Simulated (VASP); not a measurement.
The system is Pt.

```
CELL_PARAMETERS angstrom
-1.60507 1.60507 1.60507
1.60507 -1.60507 1.60507
1.60507 1.60507 -1.60507
ATOMIC_POSITIONS crystal
Pt 0.00000 0.00000 0.00000
```

This isn't the form of Pt at room conditions, which is fcc.

Base run:

| Quantity | Value |
| --- | --- |
| Program | VASP 6.6.1 |
| Functional | HSE06 |
| Potentials or basis | VASP PAW PBE potentials, release 64 (Pt) |
| Cutoff | 520 eV |
| k mesh | 8 × 8 × 8 |
| Occupations | fermi-dirac, width 0.05 eV |
| Spin | no spin polarisation |

Its results: band gap on the k mesh zero (bands 5 and 6 overlap by 2.68 eV); pressure -15.1 GPa.

Q: The run is repeated on the same cell with these changes: functional from HSE06 to PBE0; k mesh from 8 × 8 × 8 to 6 × 6 × 6. What comes out?

A: Band gap on the k mesh zero (bands 5 and 6 overlap by 3.30 eV); pressure -16.4 GPa.

Several settings changed at once.

Caveats: some runs use coarse meshes; the PAW data sets were made with another functional, which shifts forces and pressure a little; spin-orbit coupling is left out, which moves the levels of the heavy elements; the cell stands under tension (at least some runs).
